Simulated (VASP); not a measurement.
# H2C5 in VASP: further runs, part 2 of 2

VASP 6.6.1. The steps go on from the part before.

### 3 Single point, PBE

The input, INCAR:

```
SYSTEM = H2C5
PREC = Accurate
ENCUT = 520
EDIFF = 1E-7
ISMEAR = -1
SIGMA = 0.02
LREAL = Auto
LASPH = .True.
NELM = 100
ALGO = Normal
ISIF = 2
LWAVE = .False.
LCHARG = .False.
GGA = PE
NBANDS = 122
```

The input, KPOINTS:

```
regular mesh
0
Gamma
  2 1 1
  0 0 0
```

The input, POSCAR:

```
H2C5
1.0
    5.0487420000      0.0000000000      0.0000000000
    0.0000000000     10.0974850000      0.0000000000
    0.0000000000      0.0000000000     16.1647000000
H C
16 40
Direct
    0.4277897346      0.0000000000      0.0618631957
    0.0722160095      0.0000000000      0.0618631957
    0.9277954786      0.0000000000      0.0618631957
    0.5722217535      0.0000000000      0.0618631957
    0.4277897346      0.2500028472      0.0618631957
    0.0722160095      0.2500028472      0.0618631957
    0.9277954786      0.2500028472      0.0618631957
    0.5722217535      0.2500028472      0.0618631957
    0.4277897346      0.4999957910      0.0618631957
    0.0722160095      0.4999957910      0.0618631957
    0.9277954786      0.4999957910      0.0618631957
    0.5722217535      0.4999957910      0.0618631957
    0.4277897346      0.7499986383      0.0618631957
    0.0722160095      0.7499986383      0.0618631957
    0.9277954786      0.7499986383      0.0618631957
    0.5722217535      0.7499986383      0.0618631957
    0.2500028720      0.0000000000      0.1011277661
    0.7500086160      0.0000000000      0.1011277661
    0.2500028720      0.2500028472      0.1011277661
    0.7500086160      0.2500028472      0.1011277661
    0.2500028720      0.4999957910      0.1011277661
    0.7500086160      0.4999957910      0.1011277661
    0.2500028720      0.7499986383      0.1011277661
    0.7500086160      0.7499986383      0.1011277661
    0.2500028720      0.1250014236      0.1563406682
    0.7500086160      0.1250014236      0.1563406682
    0.2500028720      0.3750042709      0.1563406682
    0.7500086160      0.3750042709      0.1563406682
    0.2500028720      0.6249972147      0.1563406682
    0.7500086160      0.6249972147      0.1563406682
    0.2500028720      0.8750000619      0.1563406682
    0.7500086160      0.8750000619      0.1563406682
   -0.0038425414      0.1240704987      0.2076994933
    0.5011743519      0.1203071854      0.2037835531
   -0.0076850827      0.3797381229      0.2187977507
    0.4948361394      0.3756479955      0.2149065556
    0.0073483652      0.6215706188      0.2073406868
    0.5120285410      0.6280078653      0.2067901044
   -0.0068531923      0.8709693552      0.2235983346
    0.5011941589      0.8730292741      0.2179378522
   -0.0128943012      0.0028323885      0.2752355441
    0.4911520533      0.0080812202      0.2671005339
   -0.0014459047      0.2486163634      0.2736209147
    0.4972921967      0.2412085782      0.2695750617
   -0.0013666771      0.5054525954      0.2736085421
    0.5085029102      0.5037392975      0.2658508973
   -0.0148353788      0.7318059893      0.2706391087
    0.4960641681      0.7392632918      0.2732373629
    0.2523995086      0.0516366204      0.3114626315
    0.7417887466      0.0571627489      0.3111533156
    0.2439419562      0.1890470746      0.3108873038
    0.7447003630      0.1964449563      0.3176736964
    0.2602430467      0.5498398859      0.3089633584
    0.7480477315      0.5549797796      0.3133927632
    0.2494284715      0.6875177334      0.3113017872
    0.7429177407      0.6903996391      0.3192573942
```

Potentials or basis: VASP PAW PBE potentials, release 64 (H, C).

On the command line:

```
cat potpaw_PBE.64/H/POTCAR potpaw_PBE.64/C/POTCAR > POTCAR
mpirun -np 1 vasp_std > vasp.out
```

OUTCAR:

```text
SYSTEM = H2C5
   PREC = Accurate
   ENCUT = 520
   EDIFF = 1E-7
   ISMEAR = -1
   LREAL = Auto
   LASPH = .True.
   NELM = 100
   ISIF = 2
   GGA = PE

 ion  position               nearest neighbor table
   1  0.428  0.000  0.062-   4 0.73  17 1.10
   2  0.072  0.000  0.062-   3 0.73  17 1.10
   3  0.928  0.000  0.062-   2 0.73  18 1.10
   4  0.572  0.000  0.062-   1 0.73  18 1.10
   5  0.428  0.250  0.062-   8 0.73  19 1.10
   6  0.072  0.250  0.062-   7 0.73  19 1.10
[... 540 lines left out ...]
  -------------------------------------------------------------------------------------
  Total      162.6401833    -13.0187053    -14.0524860      0.8802596      3.5627041      0.9636386
  in kB      316.2091216    -25.3112932    -27.3211956      1.7114227      6.9266987      1.8735302
  external PRESSURE =      87.8588776 kB  Pullay stress =       0.0000000 kB

 VOLUME and BASIS-vectors are now :
 -----------------------------------------------------------------------------
  energy-cutoff  :      520.00
  volume of cell :      824.07
      direct lattice vectors                 reciprocal lattice vectors
     5.048742000  0.000000000  0.000000000     0.198069143  0.000000000  0.000000000
     0.000000000 10.097485000  0.000000000     0.000000000  0.099034562  0.000000000
     0.000000000  0.000000000 16.164700000     0.000000000  0.000000000  0.061863196

 POSITION                                       TOTAL-FORCE (eV/Angst)
 -----------------------------------------------------------------------------------
      2.15980      0.00000      1.00000        -8.891841     -0.085634      0.067992
      0.36460      0.00000      1.00000         8.921976     -0.102890      0.021348
      4.68420      0.00000      1.00000        -8.915141     -0.091969      0.036915
      2.88900      0.00000      1.00000         8.908018     -0.073737      0.061506
      2.15980      2.52440      1.00000        -8.913602      0.082087      0.081322
      0.36460      2.52440      1.00000         8.943473      0.044622      0.058807
[... 48 lines left out ...]
      1.25930      6.94220      5.03210        -0.555346     -0.205980      0.445869
      3.75080      6.97130      5.16070         0.288478      0.354499     -1.216803
 -----------------------------------------------------------------------------------
    total drift:                                0.030807     -0.000989      0.044504

  FREE ENERGIE OF THE ION-ELECTRON SYSTEM (eV)
  ---------------------------------------------------
  free  energy   TOTEN  =      -376.9451305350 eV

  energy  without entropy=     -376.9451305185  energy(sigma->0) =     -376.94513053
```

stdout:

```text
POSCAR found type information on POSCAR H C
 POSCAR found :  2 types and      56 ions
 scaLAPACK will be used
 LDA part: xc-table for (Slater+PW92), standard interpolation
 POSCAR, INCAR and KPOINTS ok, starting setup
 FFT: planning ... GRIDC
 FFT: planning ... GRID_SOFT
 FFT: planning ... GRID
 WAVECAR not read
 entering main loop
```

Wall time 13 min (1 thread of Intel Xeon 8259CL, shared host); peak memory 0.78 GiB.

What came out:

| Item | Value |
| --- | --- |
| Free energy | -376.9451 eV |
| Largest force | 8.948 eV/Å |
| Band gap on the k mesh | 0.70 eV |

Forces in eV/Å, atoms in the order of the input:
```
H   -8.892 -0.086  0.068
H    8.922 -0.103  0.021
H   -8.915 -0.092  0.037
H    8.908 -0.074  0.062
H   -8.914  0.082  0.081
H    8.943  0.045  0.059
H   -8.948  0.014  0.049
H    8.945  0.093  0.083
H   -8.921 -0.054  0.046
H    8.935 -0.036  0.063
H   -8.934  0.001  0.080
H    8.942 -0.103  0.024
H   -8.895  0.028  0.080
H    8.913  0.061  0.012
H   -8.932  0.052  0.032
H    8.909  0.049  0.059
C   -0.380 -0.273  1.131
C    0.316 -0.289  1.052
C   -0.254  0.157  1.188
C    0.246  0.188  1.080
C    0.055 -0.117  0.978
C   -0.193 -0.146  0.929
C   -0.370  0.215  1.198
C    0.273  0.231  1.070
C   -0.641 -0.391 -3.354
C    0.264 -0.228 -3.595
C   -0.580  0.430  0.929
C   -0.503  0.069  0.866
C    1.356  0.051 -2.928
C    1.588  0.053 -3.560
C   -0.111 -0.561  1.955
C   -0.163 -0.475  1.845
C    0.227  0.357  0.013
C   -0.529  2.019  1.289
C    0.943 -1.766  0.424
C    1.061 -1.016  0.718
C   -2.453  0.302 -0.231
C   -2.094 -1.152 -0.340
C   -0.012  0.029 -1.816
C   -0.687  0.371 -0.088
C    1.812  0.781 -1.213
C    1.658 -0.584  0.481
C   -1.010 -2.703 -0.498
C   -0.284 -0.692 -0.143
C    0.557  0.238 -1.565
C   -1.045  1.337  1.172
C    2.388  2.016  1.083
C    0.638  0.327 -0.866
C   -2.167  0.769  0.703
C   -0.211  0.567  0.938
C    1.329  0.997 -0.061
C   -0.091 -0.531 -1.591
C   -0.901  0.726  0.851
C    0.167 -1.331 -0.129
C   -0.555 -0.206  0.446
C    0.288  0.354 -1.217
```

Levels at points of the mesh, in eV from the valence-band top:
| k point | band 84 | band 85 | band 86 | band 87 | band 88 | band 89 | band 90 | band 91 | band 92 | band 93 |
| --- | --- | --- | --- | --- | --- | --- | --- | --- | --- | --- |
| (0.00, 0.00, 0.00) | -0.76 | -0.51 | -0.41 | -0.27 | 0.00 | 0.70 | 0.90 | 1.39 | 1.90 | 2.07 |
| (0.50, 0.00, 0.00) | -2.41 | -1.28 | -1.10 | -0.90 | -0.52 | 1.20 | 1.40 | 1.62 | 1.81 | 3.26 |

Caveat: the k points lie up to 0.62 Å⁻¹ apart; there is no dipole correction, which matters where the two faces differ.

### 4 Single point, PBE

The input, INCAR:

```
SYSTEM = H2C5
  ALGO = Normal
  EDIFF = 1E-6
  ENCUT = 520
  GGA = PE
  ISIF = 2
  ISMEAR = -1
  LASPH = .True.
  LCHARG = .False.
  LREAL = Auto
  LWAVE = .False.
  NBANDS = 122
  NELM = 80
  PREC = Accurate
  SIGMA = 0.02
```

The input, KPOINTS:

```
k-points
0
Gamma
  2 1 1
  0 0 0
```

The input, POSCAR:

```
H2C5
1.0
    5.0487420000      0.0000000000      0.0000000000
    0.0000000000     10.0974850000      0.0000000000
    0.0000000000      0.0000000000     16.1647000000
H C
16 40
Direct
    0.4277897346      0.0000000000      0.0618631957
    0.0722160095      0.0000000000      0.0618631957
    0.9277954786      0.0000000000      0.0618631957
    0.5722217535      0.0000000000      0.0618631957
    0.4277897346      0.2500028472      0.0618631957
    0.0722160095      0.2500028472      0.0618631957
    0.9277954786      0.2500028472      0.0618631957
    0.5722217535      0.2500028472      0.0618631957
    0.4277897346      0.4999957910      0.0618631957
    0.0722160095      0.4999957910      0.0618631957
    0.9277954786      0.4999957910      0.0618631957
    0.5722217535      0.4999957910      0.0618631957
    0.4277897346      0.7499986383      0.0618631957
    0.0722160095      0.7499986383      0.0618631957
    0.9277954786      0.7499986383      0.0618631957
    0.5722217535      0.7499986383      0.0618631957
    0.2500028720      0.0000000000      0.1011277661
    0.7500086160      0.0000000000      0.1011277661
    0.2500028720      0.2500028472      0.1011277661
    0.7500086160      0.2500028472      0.1011277661
    0.2500028720      0.4999957910      0.1011277661
    0.7500086160      0.4999957910      0.1011277661
    0.2500028720      0.7499986383      0.1011277661
    0.7500086160      0.7499986383      0.1011277661
    0.2500028720      0.1250014236      0.1563406682
    0.7500086160      0.1250014236      0.1563406682
    0.2500028720      0.3750042709      0.1563406682
    0.7500086160      0.3750042709      0.1563406682
    0.2500028720      0.6249972147      0.1563406682
    0.7500086160      0.6249972147      0.1563406682
    0.2500028720      0.8750000619      0.1563406682
    0.7500086160      0.8750000619      0.1563406682
    0.0001782622      0.1309732077      0.2086831182
    0.4969950930      0.1321616224      0.2095615755
   -0.0106561199      0.3768859275      0.2170222769
    0.4892307826      0.3811741241      0.2209505899
   -0.0043377142      0.6282950656      0.2077056797
    0.4982033148      0.6254626771      0.2068148496
    0.0019014638      0.8820216123      0.2247180585
    0.5095130629      0.8722766115      0.2179625975
   -0.0083981317      0.0162317646      0.2733549030
    0.4957274505      0.0064174396      0.2698658187
    0.0031889132      0.2439221252      0.2699091230
    0.5063043427      0.2487946256      0.2735466789
    0.0034067893      0.5082552735      0.2760150204
    0.4972525829      0.5137021744      0.2714866345
    0.0119435693      0.7508008182      0.2740415844
    0.5091961522      0.7422739425      0.2715670566
    0.2490521401      0.0658579834      0.3125761691
    0.7493153740      0.0546076573      0.3164673641
    0.2473091317      0.1998814556      0.3152053549
    0.7450370805      0.1949198241      0.3117595749
    0.2505574656      0.5606940738      0.3138134330
    0.7471564204      0.5598423766      0.3141413079
    0.2596686462      0.7010854683      0.3136216571
    0.7621106406      0.6943412147      0.3126565912
```

On the command line:

```
cat potpaw_PBE.64/H/POTCAR potpaw_PBE.64/C/POTCAR > POTCAR
mpirun -np 1 vasp_std > vasp.out
```

Run time: 13 min. Hardware: 1 thread of Intel Xeon 8259CL, shared host; peak memory 0.78 GiB.

It converged, with:

```
Free energy            : -376.9530 eV
Largest force          : 8.931 eV/Å
Band gap on the k mesh : 0.72 eV
```

Forces in eV/Å, atoms in the order of the input:
```
H   -8.911 -0.030  0.039
H    8.902 -0.021  0.089
H   -8.927 -0.034  0.077
H    8.896 -0.043  0.054
H   -8.909  0.064  0.041
H    8.914  0.126  0.055
H   -8.893  0.119  0.044
H    8.920  0.084  0.048
H   -8.921 -0.031  0.045
H    8.928 -0.056  0.061
H   -8.918 -0.056  0.030
H    8.925 -0.018  0.080
H   -8.900  0.140  0.062
H    8.931  0.005  0.017
H   -8.909  0.038  0.048
H    8.875  0.103  0.074
C    0.153 -0.168  1.551
C   -0.044 -0.109  1.516
C    0.129  0.153  1.131
C   -0.104  0.125  1.157
C    0.020 -0.178  1.127
C    0.167 -0.191  1.086
C   -0.329  0.239  1.248
C    0.271  0.222  1.254
C   -0.091  0.958 -2.313
C   -0.280  0.848 -2.248
C   -0.794  0.575  1.588
C   -0.837  0.790  1.437
C   -0.610  0.268 -2.770
C   -0.305  0.113 -2.797
C    0.422  0.268  1.953
C    0.418  0.304  1.875
C   -0.386 -1.742 -1.625
C    0.745 -2.061 -1.920
C    1.847 -0.257  1.055
C    1.634 -1.107 -0.717
C    1.581 -0.363 -0.063
C    0.517  0.483 -0.059
C    0.153 -0.751 -2.286
C   -1.571  1.157 -0.239
C    2.072 -1.013 -0.680
C    0.845  1.980  1.067
C   -1.571  0.680  0.301
C   -2.339 -0.564 -0.702
C   -1.290  0.881 -2.058
C    0.129 -0.558 -0.282
C   -1.115 -1.508 -0.472
C    0.057  0.411 -0.998
C   -0.337 -2.312  0.104
C   -1.708  1.838 -0.541
C    1.130  0.850 -0.078
C    1.644 -0.404  0.930
C    0.304  0.874  0.397
C    1.205 -0.888  0.280
C   -0.528 -1.458  0.461
C   -1.207  1.227  0.462
```

Levels at points of the mesh, in eV from the valence-band top:
| k point | band 85 | band 86 | band 87 | band 88 | band 89 | band 90 | band 91 | band 92 |
| --- | --- | --- | --- | --- | --- | --- | --- | --- |
| (0.00, 0.00, 0.00) | -0.61 | -0.44 | -0.19 | 0.00 | 0.72 | 0.82 | 1.41 | 1.91 |
| (0.50, 0.00, 0.00) | -1.23 | -1.18 | -0.80 | -0.68 | 1.32 | 1.36 | 1.66 | 1.74 |

Caveat: the k points lie up to 0.62 Å⁻¹ apart; there is no dipole correction, which matters where the two faces differ.

### 5 Overview

```tsv
cell	gap on the mesh (eV)	largest force (eV/Å)
as given, atomic positions A	0.84	8.94
as given, atomic positions B	0.70	8.95
as given, atomic positions C	0.72	8.93
```

Alike in all rows: task single point; level PBE; potentials or basis VASP PAW PBE potentials, release 64 (H, C); no spin polarisation; k mesh 2 × 1 × 1; cutoff (eV) 520; smearing fermi-dirac 0.02 eV.

Caveats: all runs use coarse meshes; there is no dipole correction, which matters where the two faces differ.

Absolute energies hang on the potentials; compare differences alone.
